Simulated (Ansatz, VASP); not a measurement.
One calculation of AlN, two programs

```
Al N
1.0
     3.08862    0.00000    0.00000
    -1.54431    2.67482    0.00000
     0.00000    0.00000    4.94316
Al N
2 2
Direct
  0.33333 0.66667 0.94100
  0.66667 0.33333 0.44100
  0.33333 0.66667 0.44100
  0.66667 0.33333 0.94100
```

Change from the starting cell: polar distortion scaled by 0.00.

Alike in both runs: task single point; functional LDA; k mesh 9 × 9 × 6; no spin polarisation.

|  | VASP | Ansatz |
| --- | --- | --- |
| version | VASP 6.6.1 | Ansatz 0.2.0 |
| potentials or method | VASP PAW LDA potentials, release 64 (Al, N), cutoff 520 eV | scalar-relativistic, plane waves, PAW |
| occupations | gaussian, width 0.01 eV | fixed |
| valence electrons in the cell | 16 | 16 |

VASP gave:

| Quantity | Value |
| --- | --- |
| gap on the k mesh at the Fermi level (eV) | 2.91 |
| least direct gap on the mesh (eV) | 2.91 |
| pressure (GPa) | 9.6 |
| traceless stress, the component that is largest in VASP (GPa) | -22.98 |

What did Ansatz give for the same quantities?

gap on the k mesh at the Fermi level (eV): 2.90; least direct gap on the mesh (eV): 2.90; pressure (GPa): 8.8; traceless stress, the component that is largest in VASP (GPa): -22.06.

Ansatz warns that its potentials were made for another functional, while VASP's fit it. LDA's correlation is that of Perdew and Zunger in VASP and of Perdew and Wang (1992) in Ansatz.
